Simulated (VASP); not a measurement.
# Ge2H in VASP: a series of runs, part 2 of 2

VASP 6.6.1. Earlier steps stand in the parts before.

### 3 Single point, PBE+D3(BJ), collinear spin

Contents of INCAR:

```
ALGO = Normal
DIPOL = 0.5 0.5 0.274
EDIFF = 1E-6
ENCUT = 520
GGA = PE
IDIPOL = 3
ISIF = 2
ISMEAR = 0
ISPIN = 2
IVDW = 12
LASPH = T
LCHARG = F
LDIPOL = T
LORBIT = 11
LREAL = F
LWAVE = F
MAGMOM = 0 0 1
NBANDS = 26
NELM = 150
PREC = Accurate
SIGMA = 0.1
```

Contents of KPOINTS:

```
k-points
0
Gamma
  9 9 1
```

Contents of POSCAR:

```
Ge2H
1.0
    4.0226895460      0.0000000000      0.0000000000
   -2.0113447730      3.4837513384      0.0000000000
    0.0000000000      0.0000000000     17.6842610184
Ge H
2 1
Direct
    0.3333333333      0.6666666667      0.2648830513
    0.6666666667      0.3333333333      0.2261898304
    1.0000000000      0.0000000000      0.3316090513
```

Potentials or basis: VASP PAW PBE potentials, release 64 (Ge_d, H).

Launch:

```sh
cat potpaw_PBE.64/Ge_d/POTCAR potpaw_PBE.64/H/POTCAR > POTCAR
mpirun -np 1 vasp_std > vasp.out
```

OUTCAR:

```text
EDIFF = 1E-6
   ENCUT = 520
   GGA = PE
   ISIF = 2
   ISMEAR = 0
   ISPIN = 2
   IVDW = 12
   LASPH = T
   LORBIT = 11
   LREAL = F
   NELM = 150
   PREC = Accurate
 IVDW          = 12

 ion  position               nearest neighbor table
   1  0.333  0.667  0.265-   2 2.42   2 2.42   2 2.42
   2  0.667  0.333  0.226-   1 2.42   1 2.42   1 2.42
   3  0.000  0.000  0.332-

  LATTYP: Found a hexagonal cell.
 ALAT       =     4.0226895460
 C/A-ratio  =     4.3961287134

  Lattice vectors:

 A1 = (   4.0226895460,   0.0000000000,   0.0000000000)
 A2 = (  -2.0113447730,   3.4837513384,   0.0000000000)
 A3 = (   0.0000000000,   0.0000000000,  17.6842610184)

Analysis of symmetry for initial positions (statically):
=====================================================================
 Subroutine PRICEL returns:
 Original cell was already a primitive cell.

 Routine SETGRP: Setting up the symmetry group for a
 hexagonal supercell.

 Subroutine GETGRP returns: Found  6 space group operations
 (whereof  6 operations were pure point group operations)
 out of a pool of 24 trial point group operations.

The static configuration has the point symmetry C_3v.

Analysis of symmetry for dynamics (positions and initial velocities):
=====================================================================
 Subroutine PRICEL returns:
 Original cell was already a primitive cell.

 Routine SETGRP: Setting up the symmetry group for a
 hexagonal supercell.

 Subroutine GETGRP returns: Found  6 space group operations
 (whereof  6 operations were pure point group operations)
 out of a pool of 24 trial point group operations.

The dynamic configuration has the point symmetry C_3v.

Analysis of structural, dynamic, and magnetic symmetry:
=====================================================================
 Subroutine PRICEL returns:
 Original cell was already a primitive cell.

 Routine SETGRP: Setting up the symmetry group for a
 hexagonal supercell.

 Subroutine GETGRP returns: Found  6 space group operations
 (whereof  6 operations were pure point group operations)
 out of a pool of 24 trial point group operations.

The overall configuration has the point symmetry C_3v.

 Subroutine INISYM returns: Found  6 space group operations
 (whereof  6 operations are pure point group operations),
 and found     1 'primitive' translations

----------------------------------------------------------------------------------------

                                     Primitive cell

  volume of cell :     247.8281

  direct lattice vectors                    reciprocal lattice vectors
     4.022689546  0.000000000  0.000000000     0.248589902  0.143523447  0.000000000
    -2.011344773  3.483751338  0.000000000     0.000000000  0.287046894  0.000000000
     0.000000000  0.000000000 17.684261018     0.000000000  0.000000000  0.056547458

  length of vectors
     4.022689546  4.022689546 17.684261018     0.287046894  0.287046894  0.056547458

  position of ions in fractional coordinates (direct lattice)
     0.333333333  0.666666667  0.264883051
     0.666666667  0.333333333  0.226189830
     0.000000000  0.000000000  0.331609051

  ion indices of the primitive-cell ions
   primitive index   ion index
                 1           1
                 2           2
[... 62 lines left out ...]
   EDIFFG = 0.1E-04   stopping-criterion for IOM
   NSW    =      0    number of steps for IOM
   IBRION =     -1    ionic relax: 0-MD 1-quasi-New 2-CG
   NFREE  =      0    steps in history (QN), initial steepest desc. (CG)
   ISIF   =      2    stress and relaxation
   ISYM   =      2    0-nonsym 1-usesym 2-fastsym
   POTIM  = 0.5000    time-step for ionic-motion
   TEBEG  =    0.0;   TEEND  =   0.0 temperature during run
   PSTRESS=    0.0 pullay stress
   NELECT =      29.0000    total number of electrons
   NUPDOWN=      -1.0000    fix difference up-down
   EMIN   =  10.00;   EMAX   =-10.00  energy-range for DOS
   EFERMI =   0.00;   METHOD = LEGACY
   ISMEAR =     0;   SIGMA  =   0.10  broadening in eV -4-tet -1-fermi 0-gaus
   EFERMI_NEDOS =   21; number of points for ismear=-14 and -15
   IALGO  =     38    algorithm
   IMIX   =      4    mixing-type and parameters
     AMIX     =   0.40;   BMIX     =  1.00
     AMIX_MAG =   1.60;   BMIX_MAG =  1.00
  volume/ion in A,a.u.               =      82.61       557.48
  Fermi-wavevector in a.u.,A,eV,Ry     =   0.800738  1.513176  8.723810  0.641182
  Thomas-Fermi vector in A             =   1.908092
   LORBIT       =     11    0 simple, 1 ext, 2 COOP (PROOUT), +10 PAW based schemes
   GGA     = PE    functional components
   LHFCALC =     F    Hartree Fock is set to
   AEXX    =    0.0000 exact exchange contribution
   IVDW    =    12    specifies the selected vdW correction
   LEPSILON=     F    determine dielectric tensor
   LRPA    =     F    only Hartree local field effects (RPA)
 spin polarized calculation
 Gauss-broadening in eV      SIGMA  =   0.10
  energy-cutoff  :      520.00
  volume of cell :      247.83
 maximum number of plane-waves:      6709
 NGX is ok and might be reduce to    30
   NGX = 15   NGY = 15   NGZ = 65

 dipolmoment           0.000000      0.000000     -0.001955 electrons x Angstroem

 number of electron      29.0000013 magnetization       0.5754834

 dipolmoment           0.000000      0.000000      0.070956 electrons x Angstroem

 Free energy of the ion-electron system (eV)
  ---------------------------------------------------
  ext. energy  EPLUGINS =         0.00000000
  ---------------------------------------------------
  free energy    TOTEN  =        -9.46120258 eV

  energy without entropy =       -9.45077230  energy(sigma->0) =       -9.45598744

 E-fermi :  -3.0197     XC(G=0):  -2.7700

 val. band max:       -3.0358507410   @ k =   0.3333   0.3333   0.0000
 cond. band min:      -3.0026709807   @ k =   0.2222   0.1111   0.0000
 fundamental gap:      0.0331797604
 Fermi energy:        -3.0197369867

 spin component 1

 k-point     1 :       0.0000    0.0000    0.0000
  band No.  band energies     occupation
      1     -27.6119      1.00000
      2     -27.6119      1.00000
      3     -27.5787      1.00000
      4     -27.5558      1.00000
      5     -27.5558      1.00000
      6     -27.4534      1.00000
[... 337 lines left out ...]
     25       5.5049      0.00000
     26       6.0012      0.00000
 Fermi energy:        -3.0197369867

 spin component 2

 k-point     1 :       0.0000    0.0000    0.0000
  band No.  band energies     occupation
      1     -27.5961      1.00000
      2     -27.5961      1.00000
      3     -27.5598      1.00000
      4     -27.5420      1.00000
      5     -27.5420      1.00000
      6     -27.4408      1.00000
[... 337 lines left out ...]
     25       5.6546      0.00000
     26       6.0753      0.00000

------------------------ aborting loop because EDIFF is reached ----------------------------------------

 vacuum level on the upper side and lower side of the slab       (xc-potential included)         0.446        -0.444

 Edisp (eV)   -0.41090

 E8    (eV) :    -0.1814

  FORCE on cell =-STRESS in cart. coord.  units (eV):
  Direction    XX          YY          ZZ          XY          YZ          ZX
  --------------------------------------------------------------------------------------
  -------------------------------------------------------------------------------------
  Total      -0.20014    -0.20014    -0.48599     0.00000     0.00000     0.00000
  in kB      -1.29385    -1.29385    -3.14186     0.00000     0.00000     0.00000
  external pressure =       -1.91 kB  Pullay stress =        0.00 kB

 VOLUME and BASIS-vectors are now :
 -----------------------------------------------------------------------------
  energy-cutoff  :      520.00
  volume of cell :      247.83
      direct lattice vectors                 reciprocal lattice vectors
     4.022689546  0.000000000  0.000000000     0.248589902  0.143523447  0.000000000
    -2.011344773  3.483751338  0.000000000     0.000000000  0.287046894  0.000000000
     0.000000000  0.000000000 17.684261018     0.000000000  0.000000000  0.056547458

 POSITION                                       TOTAL-FORCE (eV/Angst)
 -----------------------------------------------------------------------------------
     -0.00000      2.32250      4.68426         0.000000     -0.000000      0.642878
      2.01134      1.16125      4.00000        -0.000000      0.000000     -0.161749
      0.00000      0.00000      5.86426        -0.000000      0.000000     -0.481129
 -----------------------------------------------------------------------------------
    total drift:                               -0.000000     -0.000000      0.001976

  FREE ENERGIE OF THE ION-ELECTRON SYSTEM (eV)
  ---------------------------------------------------
  free  energy   TOTEN  =        -9.8720976664 eV

  energy  without entropy=       -9.8616673920  energy(sigma->0) =       -9.86688253

 vacuum level on the upper side and lower side of the slab         2.240         1.328

 total charge

# of ion       s       p       d       tot
------------------------------------------
    1        1.185   1.101  10.020  12.307
    2        1.204   1.097  10.012  12.313
    3        0.394   0.003   0.000   0.397
--------------------------------------------------
tot          2.783   2.201  20.032  25.017

 magnetization (x)

# of ion       s       p       d       tot
------------------------------------------
    1        0.021   0.014   0.008   0.043
    2        0.006   0.074   0.000   0.080
    3        0.150   0.000   0.000   0.151
--------------------------------------------------
tot          0.176   0.089   0.008   0.273
```

Wall time 2.4 min (1 thread of Intel Xeon 6975P-C (Granite Rapids), shared host); peak memory 0.49 GiB.

Results:

```yaml
Free_energy: -9.8721 eV
Largest_force: 0.643 eV/Å
Net_moment: 0.58 μB per cell
Site_moments: Ge +0.04, +0.08; H +0.15 μB
Valence_electrons_inside_the_program's_atomic_spheres: Ge 12.31; H 0.40
Dispersion_energy_per_atom: -0.137 eV
```

Forces in eV/Å, atoms in the order of the input:
```
Ge   0.000  0.000  0.643
Ge   0.000  0.000 -0.162
H    0.000  0.000 -0.481
```

### 4 Single point, PBE+D3(BJ), collinear spin

Contents of INCAR:

```
SYSTEM = Ge2H
  PREC = Accurate
  ENCUT = 520
  EDIFF = 1E-7
  ISMEAR = 0
  SIGMA = 0.1
  LREAL = .FALSE.
  LASPH = .TRUE.
  NELM = 150
  ALGO = Normal
  ISIF = 2
  LWAVE = .FALSE.
  LCHARG = .TRUE.
  ISPIN = 2
  MAGMOM = 0 0 1
  LORBIT = 11
  LDIPOL = .TRUE.
  IDIPOL = 3
  DIPOL = 0.5 0.5 0.314
  GGA = PE
  IVDW = 12
  LELF = .TRUE.
  LVHAR = .TRUE.
  LVACPOTAV = .TRUE.
  NBANDS = 26
```

Contents of KPOINTS:

```
Automatic mesh
0
G
  9 9 1
  0 0 0
```

Changes to POSCAR since step 3:

```diff
@@ -10,2 +10,2 @@
     0.6666666667      0.3333333333      0.2261898304
-    1.0000000000      0.0000000000      0.3316090513
+    1.0000000000      0.0000000000      0.4497932376
```

Potentials or basis: VASP PAW PBE potentials, release 64 (Ge_d, H).

Launch:

```sh
cat potpaw_PBE.64/Ge_d/POTCAR potpaw_PBE.64/H/POTCAR > POTCAR
mpirun -np 1 vasp_std > vasp.out
```

OUTCAR:

```text
SYSTEM = Ge2H
   PREC = Accurate
   ENCUT = 520
   EDIFF = 1E-7
   ISMEAR = 0
   LREAL = .FALSE.
   LASPH = .TRUE.
   NELM = 150
   ISIF = 2
   ISPIN = 2
   LORBIT = 11
   GGA = PE
   IVDW = 12
 IVDW          = 12

 ion  position               nearest neighbor table
   1  0.333  0.667  0.265-   2 2.42   2 2.42   2 2.42
   2  0.667  0.333  0.226-   1 2.42   1 2.42   1 2.42
   3  0.000  0.000  0.450-

  LATTYP: Found a hexagonal cell.
 ALAT       =     4.0226895460
 C/A-ratio  =     4.3961287134

  Lattice vectors:

[... 910 lines left out ...]
  energy-cutoff  :      520.00
  volume of cell :      247.83
      direct lattice vectors                 reciprocal lattice vectors
     4.022689546  0.000000000  0.000000000     0.248589902  0.143523447  0.000000000
    -2.011344773  3.483751338  0.000000000     0.000000000  0.287046894  0.000000000
     0.000000000  0.000000000 17.684261018     0.000000000  0.000000000  0.056547458

 POSITION                                       TOTAL-FORCE (eV/Angst)
 -----------------------------------------------------------------------------------
     -0.00000      2.32250      4.68426         0.000000      0.000000      0.039487
      2.01134      1.16125      4.00000         0.000000      0.000000      0.003330
      0.00000      0.00000      7.95426        -0.000000      0.000000     -0.042817
 -----------------------------------------------------------------------------------
    total drift:                               -0.000000     -0.000000      0.000760

  FREE ENERGIE OF THE ION-ELECTRON SYSTEM (eV)
  ---------------------------------------------------
  free  energy   TOTEN  =        -9.5490816561 eV

  energy  without entropy=       -9.5463309529  energy(sigma->0) =       -9.54770630

 vacuum level on the upper side and lower side of the slab         1.785         1.757

 total charge

# of ion       s       p       d       tot
------------------------------------------
    1        1.181   1.145  10.006  12.331
    2        1.180   1.146  10.006  12.332
    3        0.379   0.000   0.000   0.379
--------------------------------------------------
tot          2.740   2.290  20.012  25.043

 magnetization (x)

# of ion       s       p       d       tot
------------------------------------------
    1        0.001  -0.003   0.000  -0.001
    2        0.001   0.009  -0.000   0.010
    3        0.378   0.000   0.000   0.378
--------------------------------------------------
tot          0.380   0.006   0.000   0.387
```

OSZICAR:

```text
N       E                     dE             d eps       ncg     rms          rms(c)
DAV:   1     0.195986672047E+03    0.19599E+03   -0.14560E+04  1464   0.137E+03
DAV:   2     0.223805862623E+02   -0.17361E+03   -0.16557E+03  1344   0.363E+02
DAV:   3    -0.783539823243E+01   -0.30216E+02   -0.30037E+02  1658   0.124E+02
[... 18 lines left out ...]
DAV:  22    -0.920346579650E+01   -0.35011E-04   -0.79833E-07  1146   0.897E-03    0.418E-04
DAV:  23    -0.920347820818E+01   -0.12412E-04   -0.24234E-07  1136   0.489E-03    0.231E-04
DAV:  24    -0.920348257199E+01   -0.43638E-05   -0.12326E-07  1130   0.174E-03    0.120E-04
DAV:  25    -0.920348299638E+01   -0.42439E-06   -0.25703E-08  1118   0.191E-03    0.759E-05
DAV:  26    -0.920348312108E+01   -0.12469E-06   -0.18954E-08  1074   0.112E-03    0.460E-05
DAV:  27    -0.920348321137E+01   -0.90287E-07   -0.42628E-09  1032   0.122E-03
   1 F= -.95490817E+01 E0= -.95477063E+01  d E =-.275070E-02  mag=     1.0013
```

Run time: 2.8 min. Hardware: 1 thread of Intel Xeon 6975P-C (Granite Rapids), shared host; peak memory 0.49 GiB.

Results:

```
Free energy                                           : -9.5491 eV
Largest force                                         : 0.043 eV/Å
Band gap on the k mesh                                : 0.02 eV
Net moment                                            : 1.00 μB per cell
Site moments                                          : Ge -0.00, +0.01; H +0.38 μB
Valence electrons inside the program's atomic spheres : Ge 12.33; H 0.38
Dispersion energy per atom                            : -0.115 eV
```

Forces on the atoms (eV/Å):
```
Ge   0.000  0.000  0.039
Ge   0.000  0.000  0.003
H    0.000  0.000 -0.043
```

### 5 The runs side by side

| cell | gap on the mesh (eV) | moment (μB) | largest force (eV/Å) |
| --- | --- | --- | --- |
| as given, atomic positions A | none | 0.05 | 0.42 |
| as given, atomic positions B | none | 0.58 | 0.64 |
| as given, atomic positions C | 0.02 | 1.00 | 0.04 |

Alike in all rows: task single point; level PBE+D3(BJ); potentials or basis VASP PAW PBE potentials, release 64 (Ge_d, H); spin collinear; k mesh 9 × 9 × 1; cutoff (eV) 520; smearing gaussian 0.1 eV.

Absolute energies hang on the potentials; compare differences alone.
